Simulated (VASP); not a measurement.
# H (I4/mmm) in VASP: a series of runs, part 2 of 2

VASP 6.6.1. The steps go on from the part before.

**5. Relaxation of cell and atoms, PBE, target pressure 5 GPa, at which the enthalpy is minimised**

This run uses another cell than the first one, of 11.78 Å³/atom, 0.749 times its volume.

Contents of INCAR:

```
SYSTEM = H
PREC = Accurate
ENCUT = 600
EDIFF = 1E-6
ISMEAR = -1
SIGMA = 0.05
LREAL = .FALSE.
LASPH = .TRUE.
NELM = 80
ALGO = Normal
ISIF = 3
LWAVE = .FALSE.
LCHARG = .FALSE.
GGA = PE
IBRION = 2
NSW = 60
EDIFFG = -0.01
PSTRESS = 50.0
```

Contents of KPOINTS:

```
regular mesh
0
G
  11 11 11
  0 0 0
```

Contents of POSCAR:

```
H
1.0
   -1.6915344700      1.6915344700      2.0584739900
    1.6915344700     -1.6915344700      2.0584739900
    1.6915344700      1.6915344700     -2.0584739900
H
2
Direct
    0.0901377100      0.0901377100      0.0000000000
    0.9098622900      0.9098622900      0.0000000000
```

Started as:

```console
$ cat potpaw_PBE.64/H/POTCAR > POTCAR
$ mpirun -np 1 vasp_std > vasp.out
```

Wall time 2.4 min (1 thread of Intel Xeon Platinum 8259CL at 2.50GHz (Skylake/Cascade Lake), shared host); peak memory 0.15 GiB.

Results (log left out):

```yaml
Free_energy: -6.6693 eV
Relaxed_volume: 6.48 Å³/atom
Relaxed_cell: a = 2.598 Å, b = 2.598 Å, c = 2.598 Å, α = 116.67°, β = 116.67°, γ = 95.88°
Space_group_after_relaxing_to_0.05_Å: I4/mmm (No. 139)
Energy_change_on_relaxing_the_enthalpy_is_what_falls: +56.8 meV/atom
Ionic_steps: 28
Pressure_after_relaxing: 4.9 GPa
Largest_force_after_relaxing: 0.009 eV/Å
Band_gap_on_the_k_mesh: 7.56 eV, indirect (least direct gap 8.91 eV)
```

Forces in eV/Å, atoms in the order of the input:
```
H    0.000  0.000 -0.009
H    0.000  0.000  0.009
```

Stress tensor (GPa, compression positive):
```
4.80 0.00 0.00
0.00 4.80 0.00
0.00 0.00 5.14
```

Step by step:
```csv
step,energy change (eV),largest force (eV/Å),pressure (GPa),volume (Å³)
1,0.0000,0.2568,0.76,23.56
2,0.0029,0.2892,-0.04,22.51
3,0.0296,1.1206,-1.47,20.70
4,0.0283,1.0571,-1.32,20.45
5,0.0256,0.8603,-0.82,19.72
6,0.0264,0.4360,0.38,18.32
7,0.0574,0.5514,3.80,15.71
8,0.0861,1.0505,5.87,14.65
9,0.0969,0.7954,6.01,13.89
10,0.1317,0.3522,6.70,12.47
11,0.1226,0.1420,5.73,12.70
12,0.1165,0.0204,4.99,12.88
13,0.1168,0.0128,5.02,12.87
14,0.1166,0.0120,5.03,12.87
15,0.1160,0.0077,5.04,12.89
16,0.1149,0.0043,5.00,12.93
17,0.1127,0.0258,4.96,13.00
18,0.1125,0.0199,4.95,13.00
19,0.1118,0.0028,4.88,13.02
20,0.1105,0.0308,4.74,13.07
21,0.1114,0.0056,4.79,13.04
22,0.1115,0.0032,4.83,13.03
23,0.1115,0.0032,4.83,13.03
24,0.1116,0.0031,4.83,13.03
25,0.1117,0.0032,4.83,13.02
26,0.1120,0.0033,4.82,13.01
27,0.1125,0.0065,4.87,12.99
28,0.1137,0.0093,4.91,12.95
```

Final structure:
```cif
data_structure
_symmetry_space_group_name_H-M 'P 1'
_symmetry_Int_Tables_number 1
_cell_length_a 2.5981
_cell_length_b 2.5981
_cell_length_c 2.5981
_cell_angle_alpha 116.666
_cell_angle_beta 116.666
_cell_angle_gamma 95.878
_cell_volume 12.95
loop_
_atom_site_label
_atom_site_type_symbol
_atom_site_fract_x
_atom_site_fract_y
_atom_site_fract_z
_atom_site_occupancy
H1 H 0.10713 0.10713 0.00000 1
H2 H 0.89287 0.89287 0.00000 1
```

Levels at points of the mesh, in eV from the valence-band top:
| k point | band 1 | band 2 | band 3 | band 4 | band 5 |
| --- | --- | --- | --- | --- | --- |
| (0.00, 0.00, 0.00) | -5.83 | 18.50 | 20.57 | 30.11 | 30.11 |

Caveat: the cell is relaxed towards a set pressure, so the enthalpy falls and the energy may rise; the volume moved by over 15 % at a fixed basis, so the end points are rough. A k mesh can miss the band edges.

**6. Relaxation of cell and atoms, PBE, target pressure 10 GPa, at which the enthalpy is minimised**

This run uses another cell than the first one, of 11.78 Å³/atom, 0.749 times its volume.

Contents of INCAR:

```
SYSTEM = H
PREC = Accurate
ENCUT = 600
EDIFF = 1E-6
ISMEAR = -1
SIGMA = 0.05
LREAL = .False.
LASPH = .True.
NELM = 60
ALGO = Normal
ISIF = 3
LWAVE = .False.
LCHARG = .False.
GGA = PE
IBRION = 2
NSW = 60
EDIFFG = -0.01
PSTRESS = 100.0
```

Contents of KPOINTS:

```
Automatic mesh
0
Gamma
  11 11 11
  0 0 0
```

POSCAR is that of step 5.

Potentials or basis: VASP PAW PBE potentials, release 64 (H).

Started as:

```console
$ cat potpaw_PBE.64/H/POTCAR > POTCAR
$ mpirun -np 1 vasp_std > vasp.out
```

It took 2 min on 1 thread of Intel Xeon Platinum 8259CL at 2.50GHz (Skylake/Cascade Lake), shared host; peak memory 0.15 GiB.

The run converged. Its results:

```
Free energy                                            : -6.5634 eV
Relaxed volume                                         : 5.25 Å³/atom
Relaxed cell                                           : a = 2.454 Å, b = 2.454 Å, c = 2.454 Å, α = 119.66°, β = 119.66°, γ = 90.59°
Space group after relaxing (to 0.05 Å)                 : I4/mmm (No. 139)
Energy change on relaxing (the enthalpy is what falls) : +109.8 meV/atom
Ionic steps                                            : 22
Pressure after relaxing                                : 9.8 GPa
Largest force after relaxing                           : 0.006 eV/Å
Band gap on the k mesh                                 : 7.27 eV, indirect (least direct gap 7.60 eV)
```

Forces in eV/Å, atoms in the order of the input:
```
H    0.000  0.000  0.006
H    0.000  0.000 -0.006
```

Step by step:
```csv
step,energy change (eV),largest force (eV/Å),pressure (GPa),volume (Å³)
1,0.0000,0.2568,0.76,23.56
2,0.0062,0.1669,0.95,21.32
3,0.0575,0.1201,2.92,15.46
4,0.6159,0.9287,36.45,7.15
5,0.1908,0.9909,11.03,11.30
6,0.5290,3.2586,-4.11,10.31
7,0.1865,0.0883,7.92,11.14
8,0.1863,0.0691,8.01,11.14
9,0.1983,0.0907,8.46,10.91
10,0.2164,0.1218,9.22,10.60
11,0.2237,0.1336,9.53,10.48
12,0.2420,0.8522,13.46,10.33
13,0.2248,0.0066,10.06,10.46
14,0.2248,0.0035,10.07,10.46
15,0.2246,0.0029,10.06,10.46
16,0.2240,0.0006,10.05,10.46
17,0.2230,0.0060,10.03,10.47
18,0.2213,0.0270,10.03,10.49
19,0.2199,0.1000,10.18,10.51
20,0.2200,0.0815,10.13,10.50
21,0.2198,0.0583,10.02,10.50
22,0.2196,0.0056,9.85,10.51
```

Final structure:
```
H
1.0
    -1.23347    1.23347    1.72667
     1.23347   -1.23347    1.72667
     1.23347    1.23347   -1.72667
H
2
Direct
  0.10761 0.10761 0.00000
  0.89239 0.89239 0.00000
```

Levels at points of the mesh, in eV from the valence-band top:
| k point | band 1 | band 2 | band 3 | band 4 |
| --- | --- | --- | --- | --- |
| (0.00, 0.00, 0.00) | -7.24 | 21.39 | 22.75 | 33.30 |

Caveat: the cell is relaxed towards a set pressure, so the enthalpy falls and the energy may rise; the volume moved by over 15 % at a fixed basis, so the end points are rough.

**7. Summary**

| task | cell | cutoff (eV) | gap on the mesh (eV) | pressure (GPa) | largest force (eV/Å) |
| --- | --- | --- | --- | --- | --- |
| single point | a = 3.480 Å, angles 115.5, 115.5, 97.9°, 2 atoms | 520 | 9.34 | -0.2 | 0.01 |
| relaxation of cell and atoms | relaxed from a = 3.156 Å, angles 115.2, 115.2, 98.6°, 2 atoms | 600 | 9.19 | 0.0 | 0.01 |
| relaxation of cell and atoms | relaxed to 2 GPa from a = 3.156 Å, angles 115.2, 115.2, 98.6°, 2 atoms | 600 | 8.27 | 2.0 | - |
| relaxation of cell and atoms | relaxed to 5 GPa from a = 3.156 Å, angles 115.2, 115.2, 98.6°, 2 atoms | 600 | 7.56 | 4.9 | 0.01 |
| relaxation of cell and atoms | relaxed to 10 GPa from a = 3.156 Å, angles 115.2, 115.2, 98.6°, 2 atoms | 600 | 7.27 | 9.8 | 0.01 |

Alike in all rows: level PBE; potentials or basis VASP PAW PBE potentials, release 64 (H); no spin polarisation; k mesh 11 × 11 × 11; smearing fermi-dirac 0.05 eV.

Caveats: the volume moved by over 15 % at a fixed basis, so the end points are rough (some runs); the cell is relaxed towards a set pressure, so the enthalpy falls and the energy may rise (some runs).

Total energies depend on the potentials used, so only differences within one code and one set of settings carry meaning.
